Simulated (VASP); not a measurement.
A run of VASP 6.6.1 is set up as follows.

The input INCAR:

```
PREC = Accurate ; ENCUT = 520
EDIFF = 1E-7 ; ISMEAR = 0
SIGMA = 0.15 ; LREAL = False
LASPH = True ; NELM = 80
ALGO = Normal ; ISIF = 2
LWAVE = False ; LCHARG = False
GGA = PS ; IVDW = 12
NBANDS = 16
```

KPOINTS

```
Automatic mesh
0
Gamma
  18 18 6
```

Contents of POSCAR:

```
C
1.0
    2.4580081303      0.0000000000      0.0000000000
   -1.2290040652      2.1286974836      0.0000000000
    0.0000000000      0.0000000000      6.9255097181
C
4
Direct
    0.0000000000      0.0000000000      0.0025000000
    0.0000000000      0.0000000000      0.5025000000
    0.3333333333      0.6666666667      0.0025000000
    0.6666666667      0.3333333333      0.5025000000
```

Potentials or basis: VASP PAW PBE potentials, release 64 (C).

Launch:

```console
$ cat potpaw_PBE.64/C/POTCAR > POTCAR
$ mpirun -np 1 vasp_std > vasp.out
```

**Question.** Predict the band gap on the k mesh.

**Answer.** Zero (band 8 reaches 4.38 eV, above the bottom of band 9 at 4.36 eV).

**Question.** What does it give for the pressure?

**Answer.** 0.4 GPa.

**Question.** Estimate the dispersion energy per atom.

**Answer.** -0.107 eV.

Stress tensor (GPa, compression positive):
```
 1.25  0.00  0.00
 0.00  1.25  0.00
 0.00  0.00 -1.43
```

Caveat: the cell differs from its parent crystal (engineering shear strain xy +0.0000, normal strain along z +0.0525); the PAW data sets were made with another functional, which shifts forces and pressure a little.
